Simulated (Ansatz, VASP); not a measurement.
## One calculation of PbS, two programs

```
CELL_PARAMETERS angstrom
4.19420 0.00000 0.00000
2.09710 3.63229 0.00000
2.09710 1.21076 3.42455
ATOMIC_POSITIONS crystal
Pb 0.00000 0.00000 0.00000
S 0.50000 0.50000 0.50000
```

Alike in both runs: task single point; functional LDA; k mesh 6 × 6 × 6; non-collinear spin, spin-orbit coupling.

|  | VASP | Ansatz |
| --- | --- | --- |
| version | VASP 6.6.1 | Ansatz 0.2.0 |
| potentials or method | VASP PAW LDA potentials, release 64 (Pb_d, S) | plane waves, PAW |
| plane-wave cutoff (eV) | 500 | 420 |
| occupations | gaussian, width 0.01 eV | fixed |
| valence electrons in the cell | 20 | 20 |

|  | VASP | Ansatz | Ansatz less VASP |
| --- | --- | --- | --- |
| net moment per atom (μB) | 0.00 | 0.00 | 0.000 |

LDA's correlation is that of Perdew and Zunger in VASP and of Perdew and Wang (1992) in Ansatz.
